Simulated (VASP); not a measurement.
# Ba3Ca4O7 in VASP: notebook

Runs on Ba3Ca4O7. Level: PBE. Tasks: single point, relaxation of cell and atoms.

Everything below comes from runs of VASP 6.6.1. Logs are shortened: lines on timing, memory, paths and dates and some standing lists are left out, and cuts for length are marked.

### 1 The cell of the first run

The cell holds a disordered packing, 14 atoms: a = 6.146 Å, b = 6.162 Å, c = 6.124 Å, α = 88.94°, β = 86.17°, γ = 89.12°.

### 2 Single point, PBE

Input file INCAR:

```
  ALGO = Normal
  EDIFF = 1E-6
  ENCUT = 1000
  GGA = PE
  GGA_COMPAT = False
  ISIF = 2
  ISMEAR = -1
  ISYM = 0
  LASPH = True
  LCHARG = False
  LREAL = False
  LWAVE = False
  NBANDS = 69
  NELM = 120
  PREC = Accurate
  SIGMA = 0.2111
```

Input file KPOINTS:

```
k-points
0
Gamma
  1 1 1
```

Input file POSCAR:

```
Ba3Ca4O7
1.0
    6.1422690000      0.0463550000      0.2046950000
    0.0463550000      6.1618090000      0.0560510000
    0.2046950000      0.0560510000      6.1205050000
Ba O Ca
3 7 4
Direct
    0.9049925301      0.8688504992      0.7577071851
    0.2985836560      0.3392346065      0.6576743226
    0.3276503446      0.8728545405      0.3122121856
    0.1082581625      0.1349042706      0.0317094057
    0.1049762655      0.5991454296      0.5383333864
    0.5950175428      0.7216654828      0.0536671095
    1.0038361352      0.2331068045      0.4729366111
    0.5185638127      1.0067942970      0.5456782983
    0.5695514335      0.1843277066      0.0280337843
    0.0723645646      0.6217815355      1.0344057980
    0.3111812003      0.3979618026      0.1748154127
    0.8393063666      0.3798514400      0.1590146777
    0.8450406280      0.8876169162      0.2668148450
    0.4006283983     -0.0590320793      0.8815947666
```

Potentials or basis: VASP PAW PBE potentials, release 64 (Ba_sv, O_h, Ca_sv).

On the command line:

```sh
$ cat potpaw_PBE.64/Ba_sv/POTCAR potpaw_PBE.64/O_h/POTCAR potpaw_PBE.64/Ca_sv/POTCAR > POTCAR
$ mpirun -np 1 vasp_gam > vasp.out
```

OUTCAR:

```text
EDIFF = 1E-6
   ENCUT = 1000
   GGA = PE
   ISIF = 2
   ISMEAR = -1
   ISYM = 0
   LASPH = True
   LREAL = False
   NELM = 120
   PREC = Accurate

 ion  position               nearest neighbor table
   1  0.905  0.869  0.758-   5 2.42  10 2.52   6 2.70   4 2.74   7 2.86   8 2.89  13 3.05  13 3.12
                            14 3.17  14 3.23   3 3.64   2 3.82  12 3.86   2 4.06   3 4.41   3 4.62
   2  0.299  0.339  0.658-   5 2.13   7 2.31   8 2.52   4 2.79  14 2.87  11 2.97   9 3.03  11 3.20
                             3 3.60   1 3.82   3 3.88   1 4.06
   3  0.328  0.873  0.312-   8 2.10   6 2.39   5 2.52  14 2.67   4 2.74  10 2.88   9 2.92  13 3.00
                            11 3.06   7 3.09  13 3.18  11 3.33  14 3.58   2 3.60   1 3.64   2 3.88
   4  0.108  0.135  0.032-  11 2.28  14 2.29  12 2.33   1 2.74   3 2.74   2 2.79
   5  0.105  0.599  0.538-   2 2.13   1 2.42   3 2.52
   6  0.595  0.722  0.054-  14 2.10  13 2.34   3 2.39   1 2.70
   7  0.004  0.233  0.473-   2 2.31   1 2.86   3 3.09
   8  0.519  0.007  0.546-   3 2.10  14 2.17   2 2.52   1 2.89
   9  0.570  0.184  0.028-  14 2.09  11 2.20  12 2.26   3 2.92   2 3.03
  10  0.072  0.622  0.034-  12 2.18  11 2.20   1 2.52   3 2.88
  11  0.311  0.398  0.175-   9 2.20  10 2.20   4 2.28  12 2.91   2 2.97   3 3.06   2 3.20   3 3.33

  12  0.839  0.380  0.159-  10 2.18   9 2.26   4 2.33  11 2.91  13 3.09   1 3.86
  13  0.845  0.888  0.267-   6 2.34   3 3.00   1 3.05  12 3.09   1 3.12   3 3.18
  14  0.401  0.941  0.882-   9 2.09   6 2.10   8 2.17   4 2.29   3 2.67   2 2.87   1 3.17   1 3.23
                             3 3.58

IMPORTANT INFORMATION: All symmetrisations will be switched off!
NOSYMM: (Re-)initialisation of all symmetry stuff for point group C_1.

----------------------------------------------------------------------------------------

                                     Primitive cell

  volume of cell :     231.3562

  direct lattice vectors                    reciprocal lattice vectors
     6.142269000  0.046355000  0.204695000     0.162996474 -0.001176725 -0.005440500
     0.046355000  6.161809000  0.056051000    -0.001176725  0.162312019 -0.001447083
     0.204695000  0.056051000  6.120505000    -0.005440500 -0.001447083  0.163580416

  length of vectors
     6.145853667  6.162238283  6.124183473     0.163091491  0.162322735  0.163677260

  position of ions in fractional coordinates (direct lattice)
     0.904992530  0.868850499  0.757707185
     0.298583656  0.339234606  0.657674323
     0.327650345  0.872854541  0.312212186
     0.108258163  0.134904271  0.031709406
     0.104976265  0.599145430  0.538333386
     0.595017543  0.721665483  0.053667109
     0.003836135  0.233106804  0.472936611
     0.518563813  0.006794297  0.545678298
     0.569551434  0.184327707  0.028033784
     0.072364565  0.621781535  0.034405798
[... 90 lines left out ...]
  volume/ion in A,a.u.               =      16.53       111.52
  Fermi-wavevector in a.u.,A,eV,Ry     =   1.285446  2.429141 22.481875  1.652371
  Thomas-Fermi vector in A             =   2.417580
   LORBIT       =      0    0 simple, 1 ext, 2 COOP (PROOUT), +10 PAW based schemes
   GGA     = PE    functional components
   LHFCALC =     F    Hartree Fock is set to
   AEXX    =    0.0000 exact exchange contribution
   IVDW    =     0    specifies the selected vdW correction
   LEPSILON=     F    determine dielectric tensor
   LRPA    =     F    only Hartree local field effects (RPA)
 non-spin polarized calculation
  energy-cutoff  :     1000.00
  volume of cell :      231.36
 maximum number of plane-waves:      8306
 NGX is ok and might be reduce to    64
   NGX = 31   NGY = 31   NGZ = 31

 number of electron     112.0000001 magnetization

 Free energy of the ion-electron system (eV)
  ---------------------------------------------------
  ext. energy  EPLUGINS =         0.00000000
  ---------------------------------------------------
  free energy    TOTEN  =       -73.86784619 eV

  energy without entropy =      -73.76172897  energy(sigma->0) =      -73.81478758

 E-fermi :   4.0913     XC(G=0):  -9.9820

 val. band max:        3.2388767606   @ k =   0.0000   0.0000   0.0000
 cond. band min:       4.8738528024   @ k =   0.0000   0.0000   0.0000
 fundamental gap:      1.6349760418
 Fermi energy:         4.0912584854

 k-point     1 :       0.0000    0.0000    0.0000
  band No.  band energies     occupation
      1     -37.0868      2.00000
      2     -35.9562      2.00000
      3     -35.3803      2.00000
      4     -35.3765      2.00000
      5     -22.9141      2.00000
      6     -22.6974      2.00000
[... 60 lines left out ...]
     67       8.4991      0.00000
     68       8.8281      0.00000
 [bands above 68 left out]

------------------------ aborting loop because EDIFF is reached ----------------------------------------

  FORCE on cell =-STRESS in cart. coord.  units (eV):
  Direction    XX          YY          ZZ          XY          YZ          ZX
  --------------------------------------------------------------------------------------
  -------------------------------------------------------------------------------------
  Total       22.3371408     25.7730131     33.7230379      0.1747562      1.3384738      6.1440519
  in kB      154.6881574    178.4821047    233.5372563      1.2102138      9.2691382     42.5485103
  external PRESSURE =     188.9025061 kB  Pullay stress =       0.0000000 kB

 VOLUME and BASIS-vectors are now :
 -----------------------------------------------------------------------------
  energy-cutoff  :     1000.00
  volume of cell :      231.36
      direct lattice vectors                 reciprocal lattice vectors
     6.142269000  0.046355000  0.204695000     0.162996474 -0.001176725 -0.005440500
     0.046355000  6.161809000  0.056051000    -0.001176725  0.162312019 -0.001447083
     0.204695000  0.056051000  6.120505000    -0.005440500 -0.001447083  0.163580416

 POSITION                                       TOTAL-FORCE (eV/Angst)
 -----------------------------------------------------------------------------------
      5.75408      5.43811      4.87150        -0.650420      0.904895      0.288358
      1.98433      2.14100      4.10543         1.183101      0.098728      3.145615
      2.11689      5.41105      2.02689        -3.867376     -0.343730     -1.285056
      0.67769      0.83805      0.22380        -0.511814     -0.707910     -0.250828
      0.78276      3.72686      3.34994        -1.091407      4.190019     -2.056353
      3.69920      4.47736      0.49072         1.604285     -1.994742      1.140837
      0.13118      1.46305      2.90846        -0.931684     -2.731760     -1.648644
      3.29717      0.09649      3.44635         3.974199      0.018448      2.020112
      3.51262      1.16376      0.29850         0.761630      0.941451      1.105828
      0.48035      3.83658      0.26025         0.168183      0.604498      0.481387
      1.96559      2.47639      1.15596        -0.743619     -0.405239     -0.846372
      5.20540      2.38839      1.16634         0.145701     -0.546296     -0.210839
      5.28623      5.52345      1.85577         0.351386      0.586126     -0.796527
      2.68484      5.86605      5.53055        -0.392165     -0.614489     -1.087520
 -----------------------------------------------------------------------------------
    total drift:                                0.000722      0.000542     -0.000987

  FREE ENERGIE OF THE ION-ELECTRON SYSTEM (eV)
  ---------------------------------------------------
  free  energy   TOTEN  =       -73.8678461898 eV

  energy  without entropy=      -73.7617289710  energy(sigma->0) =      -73.81478758
```

stdout:

```text
POSCAR found type information on POSCAR BaO Ca
 POSCAR found :  3 types and      14 ions
 scaLAPACK will be used
 LDA part: xc-table for (Slater+PW92), standard interpolation
 POSCAR, INCAR and KPOINTS ok, starting setup
 FFT: planning ... GRIDC
 FFT: planning ... GRID_SOFT
 FFT: planning ... GRID
 WAVECAR not read
 entering main loop
```

Run time: 55 s. Hardware: 1 thread of Intel Xeon 6975P-C (Granite Rapids), shared host; peak memory 0.54 GiB.

What came out:

| Quantity | Value |
| --- | --- |
| Free energy | -73.8678 eV |
| Pressure | 18.9 GPa |
| Largest force | 4.793 eV/Å |

Forces on the atoms (eV/Å):
```
Ba  -0.650  0.905  0.288
Ba   1.183  0.099  3.146
Ba  -3.867 -0.344 -1.285
O   -0.512 -0.708 -0.251
O   -1.091  4.190 -2.056
O    1.604 -1.995  1.141
O   -0.932 -2.732 -1.649
O    3.974  0.018  2.020
O    0.762  0.941  1.106
O    0.168  0.604  0.481
Ca  -0.744 -0.405 -0.846
Ca   0.146 -0.546 -0.211
Ca   0.351  0.586 -0.797
Ca  -0.392 -0.614 -1.088
```

Levels at points of the mesh, in eV from the Fermi level:
| k point | band 54 | band 55 | band 56 | band 57 | band 58 | band 59 |
| --- | --- | --- | --- | --- | --- | --- |
| (0.00, 0.00, 0.00) | -1.32 | -1.19 | -0.85 | 0.78 | 1.93 | 2.41 |

Caveat: the k points lie up to 1.03 Å⁻¹ apart, too coarse for converged energies, forces and pressures; the atoms stand as in a frame of molecular dynamics; spin-orbit coupling is left out, which moves the levels of the heavy elements.

### 3 Single point, PBE

Input file INCAR:

```
ALGO = Normal ; EDIFF = 1E-6
ENCUT = 1000 ; GGA = PE
GGA_COMPAT = F ; ISIF = 2
ISMEAR = -1 ; ISYM = 0
LASPH = T ; LCHARG = F
LREAL = F ; LWAVE = F
NBANDS = 69 ; NELM = 120
PREC = Accurate ; SIGMA = 0.05
```

KPOINTS is that of step 2.

Input file POSCAR:

```
Ba3Ca4O7
1.0
    6.1422690000      0.0463550000      0.2046950000
    0.0463550000      6.1618090000      0.0560510000
    0.2046950000      0.0560510000      6.1205050000
Ba O Ca
3 7 4
Direct
    0.8817117917      0.9085425752      0.7985661779
    0.2296990093      0.3776445313      0.6339196533
    0.2220616895      0.8753219219      0.3250046219
    0.1527011671      0.1534468884      0.9516711420
    0.9450316616      0.6491788815      0.4687834776
    0.6189528428      0.6622898034      0.0843190949
   -0.0385688428      0.1557662369      0.4501803358
    0.4824517836      0.9614647219      0.5757965189
    0.6057182461      0.1346447542      0.0646138726
    0.1546457594      0.6002335070     -0.0404244261
    0.4008200195      0.4042493841      0.1032005633
    0.8925370674      0.4130120973      0.1524466337
    0.7351898222      0.9120812101      0.3300755829
    0.4020308906      0.8890863800      0.9013826647
```

Potentials or basis: VASP PAW PBE potentials, release 64 (Ba_sv, O_h, Ca_sv).

On the command line:

```sh
$ cat potpaw_PBE.64/Ba_sv/POTCAR potpaw_PBE.64/O_h/POTCAR potpaw_PBE.64/Ca_sv/POTCAR > POTCAR
$ mpirun -np 1 vasp_gam > vasp.out
```

OUTCAR:

```text
EDIFF = 1E-6
   ENCUT = 1000
   GGA = PE
   ISIF = 2
   ISMEAR = -1
   ISYM = 0
   LASPH = T
   LREAL = F
   NELM = 120
   PREC = Accurate

 ion  position               nearest neighbor table
   1  0.882  0.909  0.799-   4 2.50   5 2.60   7 2.62   9 2.67  10 2.73   6 2.75   8 2.90  14 2.98
                            13 3.06  14 3.30  13 3.32   3 3.47   2 3.71  12 3.71  12 3.83   3 3.96
   2  0.230  0.378  0.634-   4 2.39  10 2.46   7 2.50   5 2.64   8 2.99  11 3.13  11 3.35   3 3.57
                            14 3.58   3 3.66  12 3.68   1 3.71  12 3.72  14 3.78   1 3.99
   3  0.222  0.875  0.325-   5 2.33   8 2.36   7 2.44  14 2.75   4 2.88  10 2.89  13 3.00   6 3.06
                            13 3.17  11 3.37   1 3.47   2 3.57   2 3.66  11 3.66  12 3.73  14 3.77
   4  0.153  0.153  0.952-  14 2.23   2 2.39   1 2.50   3 2.88
   5  0.945  0.649  0.469-  13 2.25   3 2.33   1 2.60   2 2.64
   6  0.619  0.662  0.084-  11 2.09  14 2.25  12 2.31  13 2.33   1 2.75   3 3.06
   7  0.961  0.156  0.450-  13 2.23   3 2.44   2 2.50   1 2.62
[... 237 lines left out ...]

  FORCE on cell =-STRESS in cart. coord.  units (eV):
  Direction    XX          YY          ZZ          XY          YZ          ZX
  --------------------------------------------------------------------------------------
  -------------------------------------------------------------------------------------
  Total       27.6749266     20.7384680     30.3237002      0.9110456     -0.8127402     -1.6978171
  in kB      191.6531497    143.6171004    209.9963169      6.3091316     -5.6283520    -11.7576460
  external PRESSURE =     181.7555223 kB  Pullay stress =       0.0000000 kB

 VOLUME and BASIS-vectors are now :
 -----------------------------------------------------------------------------
  energy-cutoff  :     1000.00
  volume of cell :      231.36
      direct lattice vectors                 reciprocal lattice vectors
     6.142269000  0.046355000  0.204695000     0.162996474 -0.001176725 -0.005440500
     0.046355000  6.161809000  0.056051000    -0.001176725  0.162312019 -0.001447083
     0.204695000  0.056051000  6.120505000    -0.005440500 -0.001447083  0.163580416

 POSITION                                       TOTAL-FORCE (eV/Angst)
 -----------------------------------------------------------------------------------
      5.62129      5.68390      5.11903        -0.212342      0.028341      0.476421
      1.55814      2.37315      3.94809         0.434419     -0.140211     -0.819427
      1.47107      5.42208      2.08371         0.375142      0.537051     -0.414861
      1.13985      1.00593      5.86457        -0.461829     -0.326892      0.630734
      5.93069      4.07020      3.09902        -0.285934     -1.016407     -0.237677
      3.84973      4.11432      0.67989         0.598214     -0.197512      0.478113
      6.00474      1.02960      2.96086         0.327938      0.545729     -0.557893
      3.12578      5.97900      3.67681         0.045440     -0.050858      0.125383
      3.73995      0.86135      0.52700         0.883029     -0.196787      0.304248
      1.17412      3.75948      5.93839        -0.412857      1.512240      0.057715
      2.50181      2.51527      0.73634        -0.190827     -0.910534      0.468529
      5.53255      2.59482      1.13890        -0.186159     -0.618048      0.662669
      4.62558      5.67265      2.22184        -0.896273      0.180236     -0.671756
      2.69510      5.54754      5.64905        -0.017961      0.653653     -0.502196
 -----------------------------------------------------------------------------------
    total drift:                               -0.000686      0.000341     -0.001520

  FREE ENERGIE OF THE ION-ELECTRON SYSTEM (eV)
  ---------------------------------------------------
  free  energy   TOTEN  =       -79.0461613366 eV

  energy  without entropy=      -79.0461613366  energy(sigma->0) =      -79.04616134
```

OSZICAR:

```text
N       E                     dE             d eps       ncg     rms          rms(c)
DAV:   1     0.207256307505E+04    0.20726E+04   -0.92947E+04   138   0.280E+03
DAV:   2     0.277068292382E+03   -0.17955E+04   -0.17071E+04   159   0.629E+02
DAV:   3    -0.674068366839E+02   -0.34448E+03   -0.32955E+03   204   0.215E+02
DAV:   4    -0.969756222758E+02   -0.29569E+02   -0.29326E+02   188   0.594E+01
DAV:   5    -0.983720927009E+02   -0.13965E+01   -0.13951E+01   220   0.133E+01    0.284E+01
DAV:   6    -0.793744508308E+02    0.18998E+02   -0.99705E+01   220   0.433E+01    0.142E+01
DAV:   7    -0.794039531478E+02   -0.29502E-01   -0.14340E+01   188   0.158E+01    0.797E+00
DAV:   8    -0.790851113232E+02    0.31884E+00   -0.22390E+00   196   0.754E+00    0.217E+00
DAV:   9    -0.790207211153E+02    0.64390E-01   -0.54769E-01   188   0.310E+00    0.673E-01
DAV:  10    -0.790396243153E+02   -0.18903E-01   -0.13440E-01   188   0.152E+00    0.485E-01
DAV:  11    -0.790414499335E+02   -0.18256E-02   -0.19465E-02   196   0.634E-01    0.304E-01
DAV:  12    -0.790465202626E+02   -0.50703E-02   -0.24544E-02   172   0.639E-01    0.218E-01
DAV:  13    -0.790460806730E+02    0.43959E-03   -0.36773E-03   188   0.271E-01    0.123E-01
DAV:  14    -0.790460628237E+02    0.17849E-04   -0.24884E-03   196   0.197E-01    0.454E-02
DAV:  15    -0.790461413169E+02   -0.78493E-04   -0.48444E-04   172   0.965E-02    0.319E-02
DAV:  16    -0.790461507715E+02   -0.94546E-05   -0.12599E-04   188   0.480E-02    0.130E-02
DAV:  17    -0.790461604836E+02   -0.97121E-05   -0.49301E-05   180   0.267E-02    0.719E-03
DAV:  18    -0.790461613366E+02   -0.85294E-06   -0.97023E-06   148   0.139E-02
   1 F= -.79046161E+02 E0= -.79046161E+02  d E =-.203288E-10
```

Run time: 45 s. Hardware: 1 thread of Intel Xeon 6975P-C (Granite Rapids), shared host; peak memory 0.56 GiB.

Results:

| Item | Value |
| --- | --- |
| Free energy | -79.0462 eV |
| Pressure | 18.2 GPa |
| Largest force | 1.569 eV/Å |

Forces on the atoms (eV/Å):
```
Ba  -0.212  0.028  0.476
Ba   0.434 -0.140 -0.819
Ba   0.375  0.537 -0.415
O   -0.462 -0.327  0.631
O   -0.286 -1.016 -0.238
O    0.598 -0.198  0.478
O    0.328  0.546 -0.558
O    0.045 -0.051  0.125
O    0.883 -0.197  0.304
O   -0.413  1.512  0.058
Ca  -0.191 -0.911  0.469
Ca  -0.186 -0.618  0.663
Ca  -0.896  0.180 -0.672
Ca  -0.018  0.654 -0.502
```

Caveat: the k points lie up to 1.03 Å⁻¹ apart, too coarse for converged energies, forces and pressures; the atoms stand as in a frame of molecular dynamics; spin-orbit coupling is left out, which moves the levels of the heavy elements.

### 4 Single point, PBE

Input file INCAR:

```
PREC = Accurate
ENCUT = 1000
EDIFF = 1E-6
ISMEAR = -1
SIGMA = 0.05
LREAL = False
LASPH = True
NELM = 120
ALGO = Normal
ISIF = 2
LWAVE = False
LCHARG = False
GGA = PE
ISYM = 0
NBANDS = 69
GGA_COMPAT = False
```

Input file KPOINTS:

```
Automatic mesh
0
Gamma
  1 1 1
```

Input file POSCAR:

```
Ba3Ca4O7
1.0
    6.1422690000      0.0463550000      0.2046950000
    0.0463550000      6.1618090000      0.0560510000
    0.2046950000      0.0560510000      6.1205050000
Ba O Ca
3 7 4
Direct
    0.8802508268      0.9106699429      0.8079021414
    0.2528491023      0.3804086105      0.6231464185
    0.2411780418      0.8767875790      0.3236087937
    0.1451517872      0.1738421323      0.9485196286
    0.9824444288      0.6486451425      0.4681506393
    0.6116448916      0.6581328527      0.1306714633
    0.0080773208      0.1643479870      0.4453385372
    0.4933191897      0.9776660808      0.5918812038
    0.6246344494      0.1403400961      0.0852474181
    0.1517147557      0.6484303893     -0.0246016340
    0.3631563832      0.4061727853      0.1091998640
    0.8781407298      0.3886473769      0.1929293268
    0.7390854500      0.8857803777      0.3376780230
    0.4005778795      0.9103597724      0.9076586222
```

On the command line:

```sh
$ cat potpaw_PBE.64/Ba_sv/POTCAR potpaw_PBE.64/O_h/POTCAR potpaw_PBE.64/Ca_sv/POTCAR > POTCAR
$ mpirun -np 1 vasp_gam > vasp.out
```

Run time: 1.7 min. Hardware: 1 thread of Intel Xeon Platinum 8488C (Sapphire Rapids), shared host; peak memory 0.56 GiB.

Results (log left out):

| Property | Result |
| --- | --- |
| Free energy | -78.9869 eV |
| Pressure | 17.9 GPa |
| Largest force | 1.828 eV/Å |

Forces on the atoms (eV/Å):
```
Ba  -0.115  0.071  0.123
Ba   0.590  0.502  0.531
Ba   0.514  0.548  0.174
O    0.132 -0.074  0.637
O   -1.396 -1.111  0.402
O   -0.261 -0.808 -0.338
O   -0.902  0.088 -0.262
O    0.552 -0.147 -0.705
O   -0.146  0.353  0.400
O   -0.024 -0.164 -0.386
Ca   0.903 -0.856  0.129
Ca  -0.219  0.263 -0.688
Ca   0.000  1.215  0.089
Ca   0.371  0.122 -0.107
```

Stress tensor (GPa, compression positive):
```
17.03  1.38 -0.25
 1.38 13.55  0.39
-0.25  0.39 23.08
```

Levels at points of the mesh, in eV from the Fermi level:
| k point | band 54 | band 55 | band 56 | band 57 | band 58 | band 59 |
| --- | --- | --- | --- | --- | --- | --- |
| (0.00, 0.00, 0.00) | -1.65 | -1.44 | -1.31 | 1.69 | 2.72 | 2.96 |

Caveat: the k points lie up to 1.03 Å⁻¹ apart, too coarse for converged energies, forces and pressures; the atoms stand as in a frame of molecular dynamics; spin-orbit coupling is left out, which moves the levels of the heavy elements.

(Continued in part 2 of 2.)
